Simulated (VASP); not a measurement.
# Pd (I4/mmm) in VASP: a series of runs

Runs on Pd. Level: PBE. Tasks: single point.

Everything below comes from runs of VASP 6.6.1. Logs are shortened: lines on timing, memory, paths and dates and some standing lists are left out, and cuts for length are marked.

## 1. The cell of the first run

It takes space group I4/mmm (No. 139, tetragonal). Conventional cell: a = 2.751 Å, b = 2.751 Å, c = 3.948 Å, α = 90.00°, β = 90.00°, γ = 90.00°. Within 3.6 Å of Pd (site symmetry 4/mmm) lie 12 Pd at 2.75 to 2.77 Å.

## 2. Single point, PBE (strain +0.0150 x Voigt [0, 0, 1, 0, 0, 0])

INCAR reads:

```
SYSTEM = Pd
  PREC = Accurate
  ENCUT = 520
  EDIFF = 1E-6
  ISMEAR = 0
  SIGMA = 0.15
  LREAL = .False.
  LASPH = .True.
  NELM = 60
  ALGO = Fast
  ISIF = 2
  LWAVE = .False.
  LCHARG = .False.
  GGA = PE
  NBANDS = 11
```

KPOINTS reads:

```
regular mesh
0
Gamma
  20 20 20
  0 0 0
```

POSCAR reads:

```
Pd
1.0
    0.0000000000      1.9449000000      1.9740735000
    1.9449000000      0.0000000000      1.9740735000
    1.9449000000      1.9449000000      0.0000000000
Pd
1
Direct
    0.0000000000      0.0000000000      0.0000000000
```

Potentials or basis: VASP PAW PBE potentials, release 64 (Pd).

Command:

```
$ cat potpaw_PBE.64/Pd/POTCAR > POTCAR
$ mpirun -np 1 vasp_std > vasp.out
```

OUTCAR:

```text
SYSTEM = Pd
   PREC = Accurate
   ENCUT = 520
   EDIFF = 1E-6
   ISMEAR = 0
   LREAL = .False.
   LASPH = .True.
   NELM = 60
   ISIF = 2
   GGA = PE

 ion  position               nearest neighbor table
   1  0.000  0.000  0.000-

  LATTYP: Found a body centered tetragonal cell.
 ALAT       =     2.7505039575
 C/A-ratio  =     1.4354267658

  Lattice vectors:

 A1 = (  -1.9449000000,   0.0000000000,   1.9740735000)
 A2 = (   1.9449000000,   0.0000000000,   1.9740735000)
 A3 = (   0.0000000000,   1.9449000000,  -1.9740735000)

Analysis of symmetry for initial positions (statically):
=====================================================================
 Subroutine PRICEL returns:
 Original cell was already a primitive cell.

 Routine SETGRP: Setting up the symmetry group for a
 body centered tetragonal supercell.

 Subroutine GETGRP returns: Found 16 space group operations
 (whereof 16 operations were pure point group operations)
 out of a pool of 16 trial point group operations.

The static configuration has the point symmetry D_4h.

Analysis of symmetry for dynamics (positions and initial velocities):
=====================================================================
 Subroutine PRICEL returns:
 Original cell was already a primitive cell.

 Routine SETGRP: Setting up the symmetry group for a
 body centered tetragonal supercell.

 Subroutine GETGRP returns: Found 16 space group operations
 (whereof 16 operations were pure point group operations)
 out of a pool of 16 trial point group operations.

The dynamic configuration has the point symmetry D_4h.

 Subroutine INISYM returns: Found 16 space group operations
 (whereof 16 operations are pure point group operations),
 and found     1 'primitive' translations

----------------------------------------------------------------------------------------

                                     Primitive cell

  volume of cell :      14.9344

  direct lattice vectors                    reciprocal lattice vectors
     0.000000000  1.944900000  1.974073500    -0.257082626  0.257082626  0.253283376
     1.944900000  0.000000000  1.974073500     0.257082626 -0.257082626  0.253283376
     1.944900000  1.944900000  0.000000000     0.257082626  0.257082626 -0.253283376

  length of vectors
     2.771209518  2.771209518  2.750503957     0.443097531  0.443097531  0.443097531

  position of ions in fractional coordinates (direct lattice)
     0.000000000  0.000000000  0.000000000

  ion indices of the primitive-cell ions
   primitive index   ion index
[... 83 lines left out ...]
   PSTRESS=    0.0 pullay stress
   NELECT =      10.0000    total number of electrons
   NUPDOWN=      -1.0000    fix difference up-down
   EMIN   =  10.00;   EMAX   =-10.00  energy-range for DOS
   EFERMI =   0.00;   METHOD = LEGACY
   ISMEAR =     0;   SIGMA  =   0.15  broadening in eV -4-tet -1-fermi 0-gaus
   EFERMI_NEDOS =   21; number of points for ismear=-14 and -15
   IALGO  =     68    algorithm
   IMIX   =      4    mixing-type and parameters
     AMIX     =   0.40;   BMIX     =  1.00
     AMIX_MAG =   1.60;   BMIX_MAG =  1.00
  volume/ion in A,a.u.               =      14.93       100.78
  Fermi-wavevector in a.u.,A,eV,Ry     =   1.432228  2.706519 27.909325  2.051278
  Thomas-Fermi vector in A             =   2.551879
   LORBIT       =      0    0 simple, 1 ext, 2 COOP (PROOUT), +10 PAW based schemes
   GGA     = PE    functional components
   LHFCALC =     F    Hartree Fock is set to
   AEXX    =    0.0000 exact exchange contribution
   IVDW    =     0    specifies the selected vdW correction
   LEPSILON=     F    determine dielectric tensor
   LRPA    =     F    only Hartree local field effects (RPA)
 non-spin polarized calculation
 RMM-DIIS sequential band-by-band and
 Gauss-broadening in eV      SIGMA  =   0.15
  energy-cutoff  :      520.00
  volume of cell :       14.93
 maximum number of plane-waves:       415
 NGX is ok and might be reduce to    24
   NGX = 11   NGY = 11   NGZ = 11

 number of electron      10.0000000 magnetization

 number of electron       9.9999998 magnetization

 Free energy of the ion-electron system (eV)
  ---------------------------------------------------
  ext. energy  EPLUGINS =         0.00000000
  ---------------------------------------------------
  free energy    TOTEN  =        -5.22418125 eV

  energy without entropy =       -5.19646058  energy(sigma->0) =       -5.21032092

 E-fermi :   9.5673     XC(G=0): -13.1086

 val. band max:        9.5668797932   @ k =  -0.4000   0.4000   0.0000
 cond. band min:       9.5677678558   @ k =  -0.4000   0.1000   0.3500
 fundamental gap:      0.0008880625
 Fermi energy:         9.5673044686

 k-point     1 :       0.0000    0.0000    0.0000
  band No.  band energies     occupation
      1       2.5309      2.00000
      2       6.6953      2.00000
      3       6.8340      2.00000
      4       6.8340      2.00000
      5       8.2914      2.00000
      6       8.4343      2.00000
      7      26.7650      0.00000
      8      31.2378      0.00000
      9      31.5833      0.00000
     10      31.5833      0.00000
     11      36.6444      0.00000
[... 309 lines left out ...]
 k-point    24 :      -0.3500    0.0500    0.0000
  band No.  band energies     occupation
      1       4.5281      2.00000
      2       6.7893      2.00000
      3       6.9753      2.00000
      4       8.1986      2.00000
      5       8.9800      2.00000
      6       9.7011      0.20712
      7      19.7655      0.00000
      8      26.7101      0.00000
      9      30.4822      0.00000
     10      32.3866      0.00000
     11      35.7801      0.00000

 [... further k-points ...]

------------------------ aborting loop because EDIFF is reached ----------------------------------------

  FORCE on cell =-STRESS in cart. coord.  units (eV):
  Direction    XX          YY          ZZ          XY          YZ          ZX
  --------------------------------------------------------------------------------------
  -------------------------------------------------------------------------------------
  Total        0.4375039      0.4375039      0.3580428      0.0000000      0.0000000     -0.0000000
  in kB       46.9358455     46.9358455     38.4111776      0.0000000      0.0000000     -0.0000000
  external PRESSURE =      44.0942896 kB  Pullay stress =       0.0000000 kB

 VOLUME and BASIS-vectors are now :
 -----------------------------------------------------------------------------
  energy-cutoff  :      520.00
  volume of cell :       14.93
      direct lattice vectors                 reciprocal lattice vectors
     0.000000000  1.944900000  1.974073500    -0.257082626  0.257082626  0.253283376
     1.944900000  0.000000000  1.974073500     0.257082626 -0.257082626  0.253283376
     1.944900000  1.944900000  0.000000000     0.257082626  0.257082626 -0.253283376

 POSITION                                       TOTAL-FORCE (eV/Angst)
 -----------------------------------------------------------------------------------
      0.00000      0.00000      0.00000         0.000000     -0.000000      0.000000
 -----------------------------------------------------------------------------------
    total drift:                                0.000000      0.000000     -0.000000

  FREE ENERGIE OF THE ION-ELECTRON SYSTEM (eV)
  ---------------------------------------------------
  free  energy   TOTEN  =        -5.2241812477 eV

  energy  without entropy=       -5.1964605828  energy(sigma->0) =       -5.21032092
```

Wall time 1.9 min (1 thread of Intel Xeon 8259CL, shared host); peak memory 0.22 GiB.

What came out:

| Item | Value |
| --- | --- |
| Free energy | -5.2242 eV |
| Pressure | 4.4 GPa |
| Band gap on the k mesh | zero (bands 5 and 6 overlap by 1.56 eV) |

Stress tensor (GPa, compression positive):
```
4.69 0.00 0.00
0.00 4.69 0.00
0.00 0.00 3.84
```

Levels at points of the mesh, in eV from the Fermi level:
```csv
k point,band 2,band 3,band 4,band 5,band 6,band 7,band 8,band 9
"(0.00, 0.00, 0.00)",-2.87,-2.73,-2.73,-1.28,-1.13,17.20,21.67,22.02
"(0.50, 0.00, 0.00)",-2.89,-2.76,-0.06,0.00,1.05,7.23,16.54,20.85
"(0.50, 0.50, 0.00)",-5.00,-0.05,0.28,0.28,3.17,10.38,13.34,13.34
"(0.50, 0.00, 0.50)",-5.00,-0.06,0.24,0.33,3.46,10.78,13.02,13.10
```

Caveat: the cell differs from its parent crystal (strain +0.0150 x Voigt [0, 0, 1, 0, 0, 0]); the cell stands under pressure.

## 3. Single point, PBE (strain +0.0300 x Voigt [0, 0, 1, 0, 0, 0])

INCAR reads:

```
PREC = Accurate
ENCUT = 520
EDIFF = 1E-6
ISMEAR = 0
SIGMA = 0.15
LREAL = F
LASPH = T
NELM = 80
ALGO = Fast
ISIF = 2
LWAVE = F
LCHARG = F
GGA = PE
NBANDS = 11
```

KPOINTS reads:

```
regular mesh
0
Gamma
  20 20 20
```

POSCAR reads:

```
Pd
1.0
    0.0000000000      1.9449000000      2.0032470000
    1.9449000000      0.0000000000      2.0032470000
    1.9449000000      1.9449000000      0.0000000000
Pd
1
Direct
    0.0000000000      0.0000000000      0.0000000000
```

Potentials or basis: VASP PAW PBE potentials, release 64 (Pd).

Command:

```
$ cat potpaw_PBE.64/Pd/POTCAR > POTCAR
$ mpirun -np 1 vasp_std > vasp.out
```

Wall time 1.8 min (1 thread of Intel Xeon 8259CL, shared host); peak memory 0.22 GiB.

It converged, with:

- Free energy: -5.2273 eV
- Pressure: 1.8 GPa
- Band gap on the k mesh: zero (bands 5 and 6 overlap by 1.60 eV)

Stress tensor (GPa, compression positive):
```
2.31 0.00 0.00
0.00 2.31 0.00
0.00 0.00 0.64
```

Levels at points of the mesh, in eV from the Fermi level:
```tsv
k point	band 3	band 4	band 5	band 6	band 7	band 8
(0.00, 0.00, 0.00)	-2.62	-2.62	-1.32	-1.04	17.20	21.37
(0.50, 0.00, 0.00)	-2.63	-0.08	0.03	1.08	7.12	16.50
(0.50, 0.50, 0.00)	-0.05	0.26	0.26	2.99	9.98	13.44
(0.50, 0.00, 0.50)	-0.06	0.18	0.37	3.55	10.76	12.82
```

Caveat: the cell differs from its parent crystal (strain +0.0300 x Voigt [0, 0, 1, 0, 0, 0]).
